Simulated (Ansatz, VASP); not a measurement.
# Two plane-wave programs on Au

```xyz
1
Lattice="0.0000 2.0825 2.0825 2.0825 0.0000 2.0825 2.0825 2.0825 0.0000" Properties=species:S:1:pos:R:3 pbc="T T T"
Au    0.0000    0.0000    0.0000
```

Alike in both runs: functional PBE; k mesh 8 × 8 × 8; occupations gaussian, width 0.1 eV; no spin polarisation.

Ansatz relaxed the structure, and its values are those at the end. VASP's run is a single point on that final structure, the one shown.

|  | VASP | Ansatz |
| --- | --- | --- |
| version | VASP 6.6.1 | Ansatz 0.2.0 |
| potentials or method | VASP PAW PBE potentials, release 64 (Au) | scalar-relativistic, plane waves, norm-conserving pseudopotentials |
| plane-wave cutoff (eV) | 500 | 1034 |
| valence electrons in the cell | 11 | 19 |

```csv
,VASP,Ansatz,Ansatz less VASP
gap on the k mesh at the Fermi level (eV),none,none,-
pressure (GPa),-0.2,0.1,+0.28
```

A gap of «none» marks a metal or a gap that the smearing closes. VASP's potentials hold 11 valence electrons a cell and Ansatz's 19, so a difference there can come from the potentials and not from the codes.

Spin-orbit coupling is off throughout.
